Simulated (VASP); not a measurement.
**In3GaSb2N2: single point with PBE**

The system is In3GaSb2N2.

```xyz
8
Lattice="3.3369 0.0000 0.0000 -1.6685 2.8898 0.0000 0.0000 0.0000 17.9230" Properties=species:S:1:pos:R:3 pbc="T T T"
In    1.6685    0.9633    9.3948
In    0.0000    1.9266    3.2323
In    0.0000    1.9266   15.4744
Ga    0.0000    0.0000    0.4013
Sb    1.6685    0.9633   12.4885
Sb    0.0000    1.9266    6.1404
N     0.0000    0.0000    2.3493
N     0.0000    1.9266   17.7300
```

```
Program                : VASP 6.6.1
Task                   : single point
Functional             : PBE
Potentials or basis    : VASP PAW PBE potentials, release 64 (In_d, Ga_d, Sb, N)
Cutoff                 : 520 eV
k mesh                 : 12 × 12 × 2
Occupations            : gaussian, width 0.1 eV
Spin                   : no spin polarisation
Dipole correction      : no
Further INCAR settings : ALGO = Normal; EDIFF = 1e-07; NBANDS = 46
```

The pressure is 0.0 GPa and the largest force is 0.019 eV/Å. The band gap on the k mesh is zero (band 36 reaches 9.21 eV, above the bottom of band 37 at 5.60 eV).

Forces in eV/Å, atoms in the order of the input:
```
In   0.000  0.000 -0.001
In   0.000  0.000  0.010
In   0.000  0.000 -0.017
Ga   0.000  0.000  0.019
Sb   0.000  0.000  0.002
Sb   0.000  0.000  0.006
N    0.000  0.000 -0.014
N    0.000  0.000 -0.005
```

Levels at points of the mesh, in eV from the Fermi level:
| k point | band 34 | band 35 | band 36 | band 37 | band 38 | band 39 |
| --- | --- | --- | --- | --- | --- | --- |
| (0.00, 0.00, 0.00) | -0.39 | 0.18 | 2.48 | 2.94 | 4.90 | 5.06 |
| (0.50, 0.00, 0.00) | -1.47 | -1.46 | -1.15 | -0.29 | 0.79 | 2.20 |
| (0.00, 0.00, 0.50) | -0.39 | 1.22 | 1.62 | 3.15 | 5.06 | 5.06 |
| (0.50, 0.00, 0.50) | -1.46 | -1.39 | -0.78 | -0.56 | 0.66 | 2.20 |

Run time: 4.9 min on 1 thread of Intel(R) Xeon(R) 6975P-C (Granite Rapids) (shared host), peak memory 0.5 GiB.

Caveat: spin-orbit coupling is left out, which moves the levels of the heavy elements.
